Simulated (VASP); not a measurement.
Runs of VASP 6.6.1 on BaZrO3. The structure is that of space group Pm-3m (No. 221), or close to it. The cells are those of the table. 

| task | cell | gap on the mesh (eV) | pressure (GPa) |
| --- | --- | --- | --- |
| single point | a = 4.148 Å, 5 atoms | 3.13 | 1.3 |
| relaxation of cell and atoms | relaxed to 20 GPa from a = 4.191 Å, 5 atoms | (a) | 19.5 |
| single point | a = 4.111 Å, 5 atoms | 3.18 | 6.5 |
| relaxation of cell and atoms | relaxed to 5 GPa from a = 4.191 Å, 5 atoms | 3.16 | 4.8 |
| relaxation of cell and atoms | relaxed to 10 GPa from a = 4.191 Å, 5 atoms | (b) | 9.5 |

Alike in all rows: level LDA; potentials or basis VASP PAW LDA potentials, release 64 (Ba_sv, Zr_sv, O); no spin polarisation; k mesh 4 × 4 × 4; cutoff (eV) 600; smearing gaussian 0.01 eV.

Task: Estimate the missing entries.

Result: (a) 3.28; (b) 3.20.

Caveats: spin-orbit coupling is left out, which moves the levels of the heavy elements; the cell is relaxed towards a set pressure, so the enthalpy falls and the energy may rise (some runs).

A k mesh can miss the band edges, and the runs leave out spin-orbit coupling on Ba, Zr.
